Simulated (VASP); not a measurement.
# H19NO8 in VASP: a series of runs

H19NO8 is run at these levels: PBE+D3(BJ); tasks: single point.

Program: VASP 6.6.1. These are calculated values, not measurements. Logs are shortened: lines on timing, memory, paths and dates and some standing lists are left out, and cuts for length are marked.

### 1 The cell of the first run

The cell holds an amorphous packing of atoms, 28 atoms: a = 6.066 Å, b = 6.066 Å, c = 6.066 Å, α = 90.00°, β = 90.00°, γ = 90.00°.

### 2 Single point, PBE+D3(BJ)

File INCAR:

```
  PREC = Accurate
  ENCUT = 520
  EDIFF = 1E-6
  ISMEAR = -1
  SIGMA = 0.05
  LREAL = Auto
  LASPH = T
  NELM = 60
  ALGO = Normal
  ISIF = 2
  LWAVE = F
  LCHARG = F
  GGA = PE
  IVDW = 12
  NBANDS = 56
```

File KPOINTS:

```
Automatic mesh
0
Gamma
  1 1 1
```

File POSCAR:

```
H19NO8
1.0
    6.0659390000      0.0000000000      0.0000000000
    0.0000000000      6.0659390000      0.0000000000
    0.0000000000      0.0000000000      6.0659390000
O H N
8 19 1
Direct
    0.2102466734      0.3046492961      0.5098630716
    0.5774505198      0.4254133135      0.2673349028
    0.7401260915      0.2143062706      0.8276181451
    0.8692888866      0.6215854773      0.5636244038
    1.0833830535      0.4821966118     -0.0045003063
   -0.1246334524      0.0798223062      0.2744127146
    0.4824927413      0.6159293567      0.8472419028
    0.5274668176      0.9465207108      0.5280662443
    0.2761933870      0.1750755598      0.5802424486
    0.3303563642      0.3557163246      0.4109553416
    0.5527396740      0.4982268598      0.1241102583
    0.6777272782      0.2996335405      0.2388223651
    0.6687287254      0.1165556423      0.7171778995
    0.7546702941      0.1249058227      0.9606005322
    0.9989051348      0.5259193988      0.5589080302
    0.7725081729      0.5610678444      0.4482359402
    1.0239863949      0.6241524525      0.0404361389
    0.9674178316      0.4146723856     -0.0954774245
   -0.0341299713      0.1692107319      0.3768024468
    0.0026761539      0.0230328125      0.1777109380
    0.3354325693      0.5451344676      0.8570901852
    0.5846728870      0.5076422693      0.7834596549
    0.6677690684      0.9377171014      0.4442205648
    0.5227156618      0.8134420146      0.6219995312
    0.2947739090      0.1505208261      1.0370301901
    0.3459268270     -0.0414507951      1.2186540696
    0.3259362138     -0.1075006597      0.9584583190
    0.2581056930     -0.0091413427      1.0773950913
```

Potentials or basis: VASP PAW PBE potentials, release 64 (O, H, N).

The run is started by

```bash
$ cat potpaw_PBE.64/O/POTCAR potpaw_PBE.64/H/POTCAR potpaw_PBE.64/N/POTCAR > POTCAR
$ mpirun -np 1 vasp_gam > vasp.out
```

OUTCAR:

```text
PREC = Accurate
   ENCUT = 520
   EDIFF = 1E-6
   ISMEAR = -1
   LREAL = Auto
   LASPH = T
   NELM = 60
   ISIF = 2
   GGA = PE
   IVDW = 12
 IVDW          = 12

 ion  position               nearest neighbor table
   1  0.210  0.305  0.510-   9 0.98  10 0.99
   2  0.577  0.425  0.267-  11 0.99  12 0.99
   3  0.740  0.214  0.828-  14 0.98  13 0.99
   4  0.869  0.622  0.564-  15 0.98  16 0.98
   5  0.083  0.482  0.995-  17 0.97  18 0.98
   6  0.875  0.080  0.274-  19 0.99  20 1.03
   7  0.482  0.616  0.847-  22 0.98  21 0.99
   8  0.527  0.947  0.528-  24 0.99  23 0.99
   9  0.276  0.175  0.580-   1 0.98
  10  0.330  0.356  0.411-   1 0.99
  11  0.553  0.498  0.124-   2 0.99
  12  0.678  0.300  0.239-   2 0.99
  13  0.669  0.117  0.717-   3 0.99
  14  0.755  0.125  0.961-   3 0.98
[... 11 lines left out ...]
  26  0.346  0.959  0.219-  28 1.03
  27  0.326  0.892  0.958-  28 1.02
  28  0.258  0.991  0.077-  27 1.02  25 1.02  26 1.03

  LATTYP: Found a simple cubic cell.
 ALAT       =     6.0659390000

  Lattice vectors:

 A1 = (   6.0659390000,   0.0000000000,   0.0000000000)
 A2 = (   0.0000000000,   6.0659390000,   0.0000000000)
 A3 = (   0.0000000000,   0.0000000000,   6.0659390000)

Analysis of symmetry for initial positions (statically):
=====================================================================
 Subroutine PRICEL returns:
 Original cell was already a primitive cell.

 Routine SETGRP: Setting up the symmetry group for a
 simple cubic supercell.

 Subroutine GETGRP returns: Found  1 space group operations
 (whereof  1 operations were pure point group operations)
 out of a pool of 48 trial point group operations.

The static configuration has the point symmetry C_1 .

Analysis of symmetry for dynamics (positions and initial velocities):
=====================================================================
 Subroutine PRICEL returns:
 Original cell was already a primitive cell.

 Routine SETGRP: Setting up the symmetry group for a
 simple cubic supercell.

 Subroutine GETGRP returns: Found  1 space group operations
 (whereof  1 operations were pure point group operations)
 out of a pool of 48 trial point group operations.

The dynamic configuration has the point symmetry C_1 .

 Subroutine INISYM returns: Found  1 space group operations
 (whereof  1 operations are pure point group operations),
 and found     1 'primitive' translations

----------------------------------------------------------------------------------------

                                     Primitive cell

  volume of cell :     223.2000

  direct lattice vectors                    reciprocal lattice vectors
     6.065939000  0.000000000  0.000000000     0.164854938  0.000000000  0.000000000
     0.000000000  6.065939000  0.000000000     0.000000000  0.164854938  0.000000000
     0.000000000  0.000000000  6.065939000     0.000000000  0.000000000  0.164854938

  length of vectors
     6.065939000  6.065939000  6.065939000     0.164854938  0.164854938  0.164854938

  position of ions in fractional coordinates (direct lattice)
     0.210246673  0.304649296  0.509863072
     0.577450520  0.425413314  0.267334903
     0.740126092  0.214306271  0.827618145
     0.869288887  0.621585477  0.563624404
     0.083383054  0.482196612  0.995499694
     0.875366548  0.079822306  0.274412715
[... 20 lines left out ...]
     0.325936214  0.892499340  0.958458319
     0.258105693  0.990858657  0.077395091

  ion indices of the primitive-cell ions
   primitive index   ion index
                 1           1
                 2           2
                 3           3
                 4           4
                 5           5
                 6           6
[... 20 lines left out ...]
                27          27
                28          28

----------------------------------------------------------------------------------------

 KPOINTS: Automatic mesh

Automatic generation of k-mesh.
 Grid dimensions read from file:
 generate k-points for:    1    1    1

 Generating k-lattice:

  Cartesian coordinates                     Fractional coordinates (reciprocal lattice)
     0.164854938  0.000000000  0.000000000     1.000000000  0.000000000  0.000000000
     0.000000000  0.164854938  0.000000000     0.000000000  1.000000000  0.000000000
     0.000000000  0.000000000  0.164854938     0.000000000  0.000000000  1.000000000

  Length of vectors
     0.164854938  0.164854938  0.164854938

  Shift w.r.t. Gamma in fractional coordinates (k-lattice)
     0.000000000  0.000000000  0.000000000

 Subroutine IBZKPT returns following result:
 ===========================================

 Found      1 irreducible k-points:

 Following reciprocal coordinates:
            Coordinates               Weight
  0.000000  0.000000  0.000000      1.000000
   k-points           NKPTS =      1   k-points in BZ     NKDIM =      1   number of bands    NBANDS=     56
   number of dos      NEDOS =    301   number of ions     NIONS =     28
   total plane-waves  NPLWV = 110592
   dimension x,y,z NGX =    48 NGY =   48 NGZ =   48
   dimension x,y,z NGXF=    96 NGYF=   96 NGZF=   96
   ions per type =               8  19   1
   NGX,Y,Z   is equivalent  to a cutoff of  13.16, 13.16, 13.16 a.u.
   NGXF,Y,Z  is equivalent  to a cutoff of  26.31, 26.31, 26.31 a.u.
 SYSTEM =  unknown system
   PREC   = accura    normal or accurate (medium, high low for compatibility)
   ISTART =      0    job   : 0-new  1-cont  2-samecut
   ICHARG =      2    charge: 1-file 2-atom 10-const
   ISPIN  =      1    spin polarized calculation?
   LNONCOLLINEAR =      F non collinear calculations
   LSORBIT =      F    spin-orbit coupling
   LASPH  =      T    aspherical Exc in radial PAW
   ENCUT  =  520.0 eV  38.22 Ry    6.18 a.u.  11.28 11.28 11.28*2*pi/ulx,y,z
   NELM   =     60;   NELMIN=  2; NELMDL= -5     # of ELM steps
   EDIFF  = 0.1E-05   stopping-criterion for ELM
   LREAL  =      T    real-space projection
   EDIFFG = 0.1E-04   stopping-criterion for IOM
   NSW    =      0    number of steps for IOM
   IBRION =     -1    ionic relax: 0-MD 1-quasi-New 2-CG
   NFREE  =      0    steps in history (QN), initial steepest desc. (CG)
   ISIF   =      2    stress and relaxation
   ISYM   =      2    0-nonsym 1-usesym 2-fastsym
   POTIM  = 0.5000    time-step for ionic-motion
   TEBEG  =    0.0;   TEEND  =   0.0 temperature during run
   PSTRESS=    0.0 pullay stress
   NELECT =      72.0000    total number of electrons
   NUPDOWN=      -1.0000    fix difference up-down
   EMIN   =  10.00;   EMAX   =-10.00  energy-range for DOS
   EFERMI =   0.00;   METHOD = LEGACY
   ISMEAR =    -1;   SIGMA  =   0.05  broadening in eV -4-tet -1-fermi 0-gaus
   EFERMI_NEDOS =   21; number of points for ismear=-14 and -15
   IALGO  =     38    algorithm
   IMIX   =      4    mixing-type and parameters
     AMIX     =   0.40;   BMIX     =  1.00
     AMIX_MAG =   1.60;   BMIX_MAG =  1.00
  volume/ion in A,a.u.               =       7.97        53.79
  Fermi-wavevector in a.u.,A,eV,Ry     =   1.122762  2.121712 17.151423  1.260594
  Thomas-Fermi vector in A             =   2.259424
   LORBIT       =      0    0 simple, 1 ext, 2 COOP (PROOUT), +10 PAW based schemes
   GGA     = PE    functional components
   LHFCALC =     F    Hartree Fock is set to
   AEXX    =    0.0000 exact exchange contribution
   IVDW    =    12    specifies the selected vdW correction
   LEPSILON=     F    determine dielectric tensor
   LRPA    =     F    only Hartree local field effects (RPA)
 non-spin polarized calculation
  energy-cutoff  :      520.00
  volume of cell :      223.20
 maximum number of plane-waves:      3016
 NGX is ok and might be reduce to    48
   NGX = 23   NGY = 23   NGZ = 23

 number of electron      71.9999998 magnetization

 Free energy of the ion-electron system (eV)
  ---------------------------------------------------
  ext. energy  EPLUGINS =         0.00000000
  ---------------------------------------------------
  free energy    TOTEN  =      -136.78636943 eV

  energy without entropy =     -136.78636943  energy(sigma->0) =     -136.78636943

 E-fermi :  -1.1847     XC(G=0):  -7.7230

 val. band max:       -2.4475906204   @ k =   0.0000   0.0000   0.0000
 cond. band min:       2.1249606698   @ k =   0.0000   0.0000   0.0000
 fundamental gap:      4.5725512901
 Fermi energy:        -1.1846574092

 k-point     1 :       0.0000    0.0000    0.0000
  band No.  band energies     occupation
      1     -21.9119      2.00000
      2     -21.4252      2.00000
      3     -21.3206      2.00000
      4     -21.2245      2.00000
      5     -21.1423      2.00000
      6     -20.9315      2.00000
[... 40 lines left out ...]
     47       8.3059      0.00000
     48       8.3973      0.00000
 [bands above 48 left out]

------------------------ aborting loop because EDIFF is reached ----------------------------------------

 Edisp (eV)   -1.22293

 E8    (eV) :    -0.2534

  FORCE on cell =-STRESS in cart. coord.  units (eV):
  Direction    XX          YY          ZZ          XY          YZ          ZX
  --------------------------------------------------------------------------------------
  -------------------------------------------------------------------------------------
  Total       0.01969     1.22667     1.26649    -0.62343     0.39135    -0.06600
  in kB       0.14132     8.80530     9.09113    -4.47512     2.80917    -0.47380
  external pressure =        6.01 kB  Pullay stress =        0.00 kB

 VOLUME and BASIS-vectors are now :
 -----------------------------------------------------------------------------
  energy-cutoff  :      520.00
  volume of cell :      223.20
      direct lattice vectors                 reciprocal lattice vectors
     6.065939000  0.000000000  0.000000000     0.164854938  0.000000000  0.000000000
     0.000000000  6.065939000  0.000000000     0.000000000  0.164854938  0.000000000
     0.000000000  0.000000000  6.065939000     0.000000000  0.000000000  0.164854938

 POSITION                                       TOTAL-FORCE (eV/Angst)
 -----------------------------------------------------------------------------------
      1.27534      1.84798      3.09280         0.054700     -0.143549      0.125396
      3.50278      2.58053      1.62164        -0.021064      0.018995      0.024094
      4.48956      1.29997      5.02028        -0.038033     -0.041733      0.046632
      5.27305      3.77050      3.41891        -0.011552      0.074246      0.030606
      0.50580      2.92498      6.03864        -0.002976      0.043362     -0.023746
      5.30992      0.48420      1.66457         0.073360      0.014649     -0.054854
[... 20 lines left out ...]
      1.97711      5.41385      5.81395        -0.063568      0.037155      0.062129
      1.56565      6.01049      0.46947         0.193173     -0.036232     -0.074214
 -----------------------------------------------------------------------------------
    total drift:                                0.004219      0.003673      0.001246

  FREE ENERGIE OF THE ION-ELECTRON SYSTEM (eV)
  ---------------------------------------------------
  free  energy   TOTEN  =      -138.0092985664 eV

  energy  without entropy=     -138.0092985664  energy(sigma->0) =     -138.00929857
```

Wall time 15 s (1 thread of AMD EPYC 9R45 (Zen 5), shared host); peak memory 0.3 GiB.

What came out:

| Quantity | Value |
| --- | --- |
| Free energy | -138.0093 eV |
| Pressure | 0.6 GPa |
| Largest force | 0.210 eV/Å |
| Band gap on the k mesh | 4.57 eV |
| Dispersion energy per atom | -0.044 eV |

Forces in eV/Å, atoms in the order of the input:
```
O    0.055 -0.144  0.125
O   -0.021  0.019  0.024
O   -0.038 -0.042  0.047
O   -0.012  0.074  0.031
O   -0.003  0.043 -0.024
O    0.073  0.015 -0.055
O    0.018  0.074 -0.024
O    0.117 -0.063  0.077
H   -0.040  0.102 -0.139
H    0.010  0.017 -0.061
H   -0.025  0.078 -0.049
H    0.019 -0.047  0.050
H   -0.030  0.009 -0.058
H    0.047  0.050  0.032
H    0.117 -0.060  0.023
H   -0.077  0.008 -0.067
H    0.035  0.025  0.013
H   -0.017 -0.095 -0.052
H    0.029  0.027 -0.005
H   -0.113 -0.042  0.086
H   -0.108 -0.029  0.019
H    0.078 -0.044 -0.003
H   -0.017  0.104 -0.067
H   -0.077 -0.015  0.047
H   -0.091 -0.058  0.025
H   -0.060 -0.007  0.016
H   -0.064  0.037  0.062
N    0.193 -0.036 -0.074
```

Caveat: the k points lie up to 1.04 Å⁻¹ apart.

(Continued in part 2 of 2.)
